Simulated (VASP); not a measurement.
# Al (Pm-3m) in VASP: relaxation of cell and atoms with r2SCAN

Aim: the relaxation of cell and atoms of Al with r2SCAN.

Everything below comes from runs of VASP 6.6.1. Logs are shortened: lines on timing, memory, paths and dates and some standing lists are left out, and cuts for length are marked.

**1. The cell of the first run**

The structure is cubic, space group Pm-3m (No. 221). Conventional cell: a = 2.630 Å, b = 2.630 Å, c = 2.630 Å, α = 90.00°, β = 90.00°, γ = 90.00°. Within 3.5 Å of Al (site symmetry m-3m) lie 6 Al at 2.63 Å.

This isn't the form of Al at room conditions, which is fcc.

**2. Relaxation of cell and atoms, r2SCAN, target pressure 20 GPa, at which the enthalpy is minimised**

POSCAR reads:

```
Al
1.0
    2.6300000000      0.0000000000      0.0000000000
    0.0000000000      2.6300000000      0.0000000000
    0.0000000000      0.0000000000      2.6300000000
Al
1
Direct
    0.0000000000      0.0000000000      0.0000000000
```

INCAR.step1 reads:

```
SYSTEM = Al
ALGO = Normal
EDIFF = 1E-4
ENCUT = 600
GGA = PE
ISMEAR = 0
LASPH = .TRUE.
LCHARG = .FALSE.
LREAL = .FALSE.
LWAVE = .TRUE.
NELM = 100
PREC = Accurate
SIGMA = 0.05
```

INCAR.step2 reads:

```
SYSTEM = Al
ALGO = Normal
EDIFF = 1E-6
EDIFFG = -0.02
ENCUT = 600
IBRION = 2
ISIF = 3
ISMEAR = 0
ISTART = 1
LASPH = .TRUE.
LCHARG = .FALSE.
LMIXTAU = .TRUE.
LREAL = .FALSE.
LWAVE = .FALSE.
METAGGA = R2SCAN
NELM = 100
NSW = 80
PREC = Accurate
PSTRESS = 200.0
SIGMA = 0.05
```

KPOINTS reads:

```
k-points
0
G
  18 18 18
  0 0 0
```

Potentials or basis: VASP PAW PBE potentials, release 64 (Al).

Run with:

```sh
$ cat potpaw_PBE.64/Al/POTCAR > POTCAR
$ cp INCAR.step1 INCAR
$ mpirun -np 1 vasp_std > vasp.out
$ cp INCAR.step2 INCAR
$ mpirun -np 1 vasp_std > vasp.out
```

OUTCAR:

```text
SYSTEM = Al
   EDIFF = 1E-6
   EDIFFG = -0.02
   ENCUT = 600
   IBRION = 2
   ISIF = 3
   ISMEAR = 0
   ISTART = 1
   LASPH = .TRUE.
   LREAL = .FALSE.
   METAGGA = R2SCAN
   NELM = 100
   NSW = 80
   PREC = Accurate
   PSTRESS = 200.0

 ion  position               nearest neighbor table
   1  0.000  0.000  0.000-

  LATTYP: Found a simple cubic cell.
 ALAT       =     2.6300000000

  Lattice vectors:

 A1 = (   2.6300000000,   0.0000000000,   0.0000000000)
 A2 = (   0.0000000000,   2.6300000000,   0.0000000000)
 A3 = (   0.0000000000,   0.0000000000,   2.6300000000)

Analysis of symmetry for initial positions (statically):
=====================================================================
 Subroutine PRICEL returns:
 Original cell was already a primitive cell.

 Routine SETGRP: Setting up the symmetry group for a
 simple cubic supercell.

 Subroutine GETGRP returns: Found 48 space group operations
 (whereof 48 operations were pure point group operations)
 out of a pool of 48 trial point group operations.

The static configuration has the point symmetry O_h .

Analysis of symmetry for dynamics (positions and initial velocities):
=====================================================================
 Subroutine PRICEL returns:
 Original cell was already a primitive cell.

 Routine SETGRP: Setting up the symmetry group for a
 simple cubic supercell.

 Subroutine GETGRP returns: Found 48 space group operations
 (whereof 48 operations were pure point group operations)
 out of a pool of 48 trial point group operations.

The dynamic configuration has the point symmetry O_h .

 Subroutine INISYM returns: Found 48 space group operations
 (whereof 48 operations are pure point group operations),
 and found     1 'primitive' translations

----------------------------------------------------------------------------------------

                                     Primitive cell

  volume of cell :      18.1914

  direct lattice vectors                    reciprocal lattice vectors
     2.630000000  0.000000000  0.000000000     0.380228137  0.000000000  0.000000000
     0.000000000  2.630000000  0.000000000     0.000000000  0.380228137  0.000000000
     0.000000000  0.000000000  2.630000000     0.000000000  0.000000000  0.380228137

  length of vectors
     2.630000000  2.630000000  2.630000000     0.380228137  0.380228137  0.380228137

  position of ions in fractional coordinates (direct lattice)
     0.000000000  0.000000000  0.000000000

  ion indices of the primitive-cell ions
   primitive index   ion index
                 1           1

----------------------------------------------------------------------------------------

 KPOINTS: k-points

Automatic generation of k-mesh.
 Grid dimensions read from file:
 generate k-points for:   18   18   18

 Generating k-lattice:

  Cartesian coordinates                     Fractional coordinates (reciprocal lattice)
     0.021123785  0.000000000  0.000000000     0.055555556  0.000000000  0.000000000
     0.000000000  0.021123785  0.000000000     0.000000000  0.055555556  0.000000000
     0.000000000  0.000000000  0.021123785     0.000000000  0.000000000  0.055555556

  Length of vectors
     0.021123785  0.021123785  0.021123785

  Shift w.r.t. Gamma in fractional coordinates (k-lattice)
     0.000000000  0.000000000  0.000000000

 Subroutine IBZKPT returns following result:
 ===========================================

 Found    220 irreducible k-points:

 Following reciprocal coordinates:
            Coordinates               Weight
  0.000000  0.000000  0.000000      1.000000
  0.055556  0.000000  0.000000      6.000000
  0.111111  0.000000  0.000000      6.000000
  0.166667  0.000000  0.000000      6.000000
  0.222222  0.000000  0.000000      6.000000
  0.277778  0.000000  0.000000      6.000000
[... 16 lines left out ...]
  0.277778  0.111111  0.000000     24.000000
  0.333333  0.111111  0.000000     24.000000
 [... further k-points ...]
   k-points           NKPTS =    220   k-points in BZ     NKDIM =    220   number of bands    NBANDS=      5
   number of dos      NEDOS =    301   number of ions     NIONS =      1
   total plane-waves  NPLWV =  13824
   dimension x,y,z NGX =    24 NGY =   24 NGZ =   24
   dimension x,y,z NGXF=    48 NGYF=   48 NGZF=   48
   ions per type =               1
   NGX,Y,Z   is equivalent  to a cutoff of  15.17, 15.17, 15.17 a.u.
   NGXF,Y,Z  is equivalent  to a cutoff of  30.34, 30.34, 30.34 a.u.
 SYSTEM =  Al
   PREC   = accura    normal or accurate (medium, high low for compatibility)
   ISTART =      1    job   : 0-new  1-cont  2-samecut
   ICHARG =      0    charge: 1-file 2-atom 10-const
   ISPIN  =      1    spin polarized calculation?
   LNONCOLLINEAR =      F non collinear calculations
   LSORBIT =      F    spin-orbit coupling
   LASPH  =      T    aspherical Exc in radial PAW
   ENCUT  =  600.0 eV  44.10 Ry    6.64 a.u.   5.25  5.25  5.25*2*pi/ulx,y,z
   NELM   =    100;   NELMIN=  2; NELMDL=  0     # of ELM steps
   EDIFF  = 0.1E-05   stopping-criterion for ELM
   LREAL  =      F    real-space projection
   EDIFFG = -.2E-01   stopping-criterion for IOM
   NSW    =     80    number of steps for IOM
   IBRION =      2    ionic relax: 0-MD 1-quasi-New 2-CG
   NFREE  =      1    steps in history (QN), initial steepest desc. (CG)
   ISIF   =      3    stress and relaxation
   ISYM   =      2    0-nonsym 1-usesym 2-fastsym
   POTIM  = 0.5000    time-step for ionic-motion
   TEBEG  =    0.0;   TEEND  =   0.0 temperature during run
   PSTRESS=  200.0 pullay stress
   NELECT =       3.0000    total number of electrons
   NUPDOWN=      -1.0000    fix difference up-down
   EMIN   =  10.00;   EMAX   =-10.00  energy-range for DOS
   EFERMI =   0.00;   METHOD = LEGACY
   ISMEAR =     0;   SIGMA  =   0.05  broadening in eV -4-tet -1-fermi 0-gaus
   EFERMI_NEDOS =   21; number of points for ismear=-14 and -15
   IALGO  =     38    algorithm
   IMIX   =      4    mixing-type and parameters
     AMIX     =   0.40;   BMIX     =  1.00
     AMIX_MAG =   1.60;   BMIX_MAG =  1.00
  volume/ion in A,a.u.               =      18.19       122.76
  Fermi-wavevector in a.u.,A,eV,Ry     =   0.897758  1.696517 10.965891  0.805970
  Thomas-Fermi vector in A             =   2.020383
   LORBIT       =      0    0 simple, 1 ext, 2 COOP (PROOUT), +10 PAW based schemes
   METAGGA = R2SCAN    functional components
   LHFCALC =     F    Hartree Fock is set to
   AEXX    =    0.0000 exact exchange contribution
   IVDW    =     0    specifies the selected vdW correction
   LEPSILON=     F    determine dielectric tensor
   LRPA    =     F    only Hartree local field effects (RPA)
 conjugate gradient relaxation of ions
 non-spin polarized calculation
 Gauss-broadening in eV      SIGMA  =   0.05
  energy-cutoff  :      600.00
  volume of cell :       18.19
 maximum number of plane-waves:       624
 NGX is ok and might be reduce to    24
   NGX = 11   NGY = 11   NGZ = 11

--------------------------------------- Ionic step        1  -------------------------------------------

 number of electron       3.0000000 magnetization

 Free energy of the ion-electron system (eV)
  ---------------------------------------------------
  ext. energy  EPLUGINS =         0.00000000
  ---------------------------------------------------
  free energy    TOTEN  =        -6.25159078 eV

  energy without entropy =       -6.25063277  energy(sigma->0) =       -6.25111178

------------------------ aborting loop because EDIFF is reached ----------------------------------------

  FORCE on cell =-STRESS in cart. coord.  units (eV):
  Direction    XX          YY          ZZ          XY          YZ          ZX
  --------------------------------------------------------------------------------------
  -------------------------------------------------------------------------------------
  Total        0.6904553      0.6904553      0.6904553     -0.0000000     -0.0000000      0.0000000
  in kB       60.8105476     60.8105476     60.8105476     -0.0000000     -0.0000000      0.0000000
  external PRESSURE =    -139.1894524 kB  Pullay stress =     200.0000000 kB
[... 96 lines left out ...]
  enthalpy is  TOTEN    =        -4.0845832736 eV   P V=        2.0035720462

--------------------------------------- Ionic step        4  -------------------------------------------

 number of electron       3.0000000 magnetization

 Free energy of the ion-electron system (eV)
  ---------------------------------------------------
  ext. energy  EPLUGINS =         0.00000000
  ---------------------------------------------------
  free energy    TOTEN  =        -6.08306083 eV

  energy without entropy =       -6.08242727  energy(sigma->0) =       -6.08274405

 E-fermi :   7.8269     XC(G=0): -10.9176

 val. band max:        7.7979405053   @ k =   0.3333   0.2222   0.0556
 cond. band min:       7.8453661426   @ k =   0.3889   0.2778   0.2222
 fundamental gap:      0.0474256372
 Fermi energy:         7.8268799692

 k-point     1 :       0.0000    0.0000    0.0000
  band No.  band energies     occupation
      1      -3.7956      2.00000
      2      16.8501      0.00000
      3      16.8501      0.00000
      4      19.5680      0.00000
      5      19.5680      0.00000

 k-point     2 :       0.0556    0.0000    0.0000
  band No.  band energies     occupation
      1      -3.7196      2.00000
      2      15.8100      0.00000
      3      16.9149      0.00000
      4      19.6293      0.00000
      5      19.6293      0.00000
[... 169 lines left out ...]
 k-point    24 :       0.3333    0.1111    0.0000
  band No.  band energies     occupation
      1      -0.7900      2.00000
      2       6.9663      2.00000
      3      16.6106      0.00000
      4      22.0132      0.00000
      5      22.0212      0.00000

 [... further k-points ...]
[... 5 lines left out ...]
  --------------------------------------------------------------------------------------
  -------------------------------------------------------------------------------------
  Total        2.0047911      2.0047911      2.0047911      0.0000000      0.0000000      0.0000000
  in kB      200.6343446    200.6343446    200.6343446      0.0000000      0.0000000      0.0000000
  external PRESSURE =       0.6343446 kB  Pullay stress =     200.0000000 kB
[... 16 lines left out ...]
  FREE ENERGIE OF THE ION-ELECTRON SYSTEM (eV)
  ---------------------------------------------------
  free  energy   TOTEN  =        -6.0830608272 eV

  energy  without entropy=       -6.0824272693  energy(sigma->0) =       -6.08274405

  enthalpy is  TOTEN    =        -4.0846082918 eV   P V=        1.9984525354

 reached required accuracy - stopping structural energy minimisation
```

It took 2.8 min on 1 thread of AMD EPYC 9R45 (Zen 5), shared host; peak memory 0.13 GiB.

Results:

- Free energy: -6.0831 eV
- Relaxed volume: 16.01 Å³/atom
- Relaxed cell: a = 2.520 Å, b = 2.520 Å, c = 2.520 Å, α = 90.00°, β = 90.00°, γ = 90.00°
- Space group after relaxing (to 0.1 Å): Pm-3m (No. 221)
- Energy change on relaxing (the run minimises the enthalpy): +168.5 meV/atom
- Ionic steps: 4
- Pressure after relaxing: 20.1 GPa
- Band gap on the k mesh: zero (an odd number of electrons rules out a gap without spin polarisation)

Step by step:
| step | energy change (eV) | largest force (eV/Å) | pressure (GPa) | volume (Å³) |
| --- | --- | --- | --- | --- |
| 1 | 0.0000 | 0.0000 | 6.08 | 18.19 |
| 2 | 0.4644 | 0.0000 | 38.06 | 14.34 |
| 3 | 0.1634 | 0.0000 | 19.72 | 16.05 |
| 4 | 0.1685 | 0.0000 | 20.06 | 16.01 |

Final structure:
```yaml
crystal:
  lattice:
    - [2.52033, 0.00000, 0.00000]
    - [0.00000, 2.52033, 0.00000]
    - [0.00000, 0.00000, 2.52033]
  atoms:
    - { symbol: Al, position: [0.00000, 0.00000, 0.00000] }
```

Caveat: the cell is relaxed towards a set pressure, so the run minimises the enthalpy, not the energy; the PAW data sets were made with another functional, which shifts forces and pressure a little.

The gap in the log of VASP goes by the Fermi energy; the results here count the filled bands.